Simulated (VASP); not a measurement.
The system is BiTe.

```
Bi Te
1.0
     0.00000    3.25119    3.25119
     3.25119    0.00000    3.25119
     3.25119    3.25119    0.00000
Bi Te
1 1
Direct
  0.00000 0.00000 0.00000
  0.50000 0.50000 0.50000
```

| Quantity | Value |
| --- | --- |
| Program | VASP 6.6.1 |
| Task | relaxation of cell and atoms |
| Functional | PBE |
| Dispersion | D3(BJ) |
| Potentials or basis | VASP PAW PBE potentials, release 64 (Bi_d, Te) |
| Cutoff | 600 eV |
| k mesh | 12 × 12 × 12 |
| Occupations | gaussian, width 0.1 eV |
| Spin | no spin polarisation |

At the start: pressure -2.2 GPa; volume 34.37 Å³/atom.

Question: How do energy, volume and symmetry change on relaxing?

Answer: Over 3 steps the energy falls by 11.0 meV/atom and the volume is 32.83 Å³/atom (-4.5 %); space group Fm-3m (No. 225, to 0.05 Å).

The path:
| step | energy change (eV) | largest force (eV/Å) | pressure (GPa) | volume (Å³) |
| --- | --- | --- | --- | --- |
| 1 | 0.0000 | 0.0000 | -2.20 | 68.73 |
| 2 | -0.0160 | 0.0000 | 1.33 | 64.14 |
| 3 | -0.0220 | 0.0000 | -0.01 | 65.66 |

Final structure:
```
Bi Te
1.0
     0.00000    3.20198    3.20198
     3.20198    0.00000    3.20198
     3.20198    3.20198    0.00000
Bi Te
1 1
Cartesian
  0.0000 0.0000 0.0000
  3.2020 3.2020 3.2020
```

Caveat: pairwise dispersion overbinds metals, which lowers pressure and volume.
